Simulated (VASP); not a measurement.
SnO, 4 atoms in the cell. The typed cell holds 4 atoms: a = 3.297 Å, b = 5.671 Å, c = 3.991 Å, α = 89.73°, β = 85.76°, γ = 88.81°.  This cell differs from its parent crystal: atoms moved at random and the cell strained at random.

```yaml
Program: VASP 6.6.1
Task: single point
Functional: r2SCAN
Potentials_or_basis: VASP PAW PBE potentials, release 64 (Sn_d, O)
Cutoff: 520 eV
k_mesh: 8 × 6 × 6
Occupations: gaussian, width 0.05 eV
Spin: no spin polarisation
Dipole_correction: no
Further_INCAR_settings: ALGO = Normal; EDIFF = 1e-06; NBANDS = 28
```

Potentials or basis: VASP PAW PBE potentials, release 64 (Sn_d, O).

The run is started by

```console
$ cat potpaw_PBE.64/Sn_d/POTCAR potpaw_PBE.64/O/POTCAR > POTCAR
$ cp INCAR.step1 INCAR
$ mpirun -np 1 vasp_std > vasp.out
$ cp INCAR.step2 INCAR
$ mpirun -np 1 vasp_std > vasp.out
```

Hardware: 1 thread of Intel(R) Xeon(R) 6975P-C (Granite Rapids) (shared host).

Q: Estimate the wall time of this run.

A: Run time: 7.8 min on 1 thread of Intel(R) Xeon(R) 6975P-C (Granite Rapids), with other jobs on the host, peak memory 0.36 GiB. Counts: k points 148.
